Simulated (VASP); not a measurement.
Input of a VASP 6.6.1 run:

POSCAR

```
KI
1.0
    0.0000000000      3.5245500000      3.5245500000
    3.5245500000      0.0000000000      3.5245500000
    3.5245500000      3.5245500000      0.0000000000
K I
1 1
Direct
    0.0000000000      0.0000000000      0.0000000000
    0.4787206877      0.4787206877      0.5212793123
```

Contents of INCAR.step1:

```
  PREC = Accurate
  ENCUT = 520
  ISMEAR = 0
  SIGMA = 0.05
  LREAL = F
  LASPH = T
  NELM = 100
  NBANDS = 15
  GGA = PE
  ALGO = Normal
  EDIFF = 1E-4
  LWAVE = T
  LCHARG = F
```

INCAR.step2

```
  PREC = Accurate
  ENCUT = 520
  EDIFF = 1E-6
  ISMEAR = 0
  SIGMA = 0.05
  LREAL = F
  LASPH = T
  NELM = 100
  ALGO = Normal
  ISIF = 2
  LWAVE = F
  LCHARG = T
  METAGGA = R2SCAN
  LMIXTAU = T
  LELF = T
  LVHAR = T
  NBANDS = 15
  ISTART = 1
```

Contents of KPOINTS:

```
Automatic mesh
0
Gamma
  6 6 6
```

Potentials or basis: VASP PAW PBE potentials, release 64 (K_sv, I).

Command:

```sh
$ cat potpaw_PBE.64/K_sv/POTCAR potpaw_PBE.64/I/POTCAR > POTCAR
$ cp INCAR.step1 INCAR
$ mpirun -np 1 vasp_std > vasp.out
$ cp INCAR.step2 INCAR
$ mpirun -np 1 vasp_std > vasp.out
```

**Question.** What does it give for the band gap on the k mesh?

**Answer.** 4.63 eV.

**Question.** What does it give for the pressure?

**Answer.** 0.3 GPa.

Forces in eV/Å, atoms in the order of the input:
```
K    0.000  0.000 -0.195
I    0.000  0.000  0.195
```

Caveat: the cell differs from its parent crystal (all I atoms moved +0.150 Å, as atom 2 towards its neighbour atom 1 (K) at 3.525 Å); the PAW data sets were made with another functional, which shifts forces and pressure a little; spin-orbit coupling is left out, which moves the levels of the heavy elements.
